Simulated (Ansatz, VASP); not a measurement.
# Two plane-wave programs on TaN

```
Ta N
1.0
     0.00000    2.22258    2.17900
     2.17900    0.00000    2.17900
     2.17900    2.22258    0.00000
Ta N
1 1
Direct
  0.50000 0.50000 0.50000
  0.00000 0.00000 0.00000
```

Change from the starting cell: strain +0.0200 x Voigt [0, 1, 0, 0, 0, 0], atoms carried along.

Alike in both runs: task single point; functional PBE; k mesh 18 × 18 × 18; occupations gaussian, width 0.15 eV; no spin polarisation.

```csv
,VASP,Ansatz
version,VASP 6.6.1,Ansatz 0.2.0
potentials or method,"VASP PAW PBE potentials, release 64 (Ta_pv, N), cutoff 520 eV","scalar-relativistic, plane waves, PAW"
valence electrons in the cell,16,18
```

VASP gave:

```
gap on the k mesh at the Fermi level (eV)                     : none
pressure (GPa)                                                : 8.3
traceless stress, the component that is largest in VASP (GPa) : -8.10
```

Question: What did Ansatz give for the same quantities?

Answer: gap on the k mesh at the Fermi level (eV): none; pressure (GPa): 7.4; traceless stress, the component that is largest in VASP (GPa): -8.06.

A gap of «none» marks a metal or a gap that the smearing closes. With one functional, cell and mesh, what is left measures potentials, basis and numerics. VASP's potentials hold 16 valence electrons a cell and Ansatz's 18, so a difference there can come from the potentials and not from the codes.

Spin-orbit coupling is off throughout.
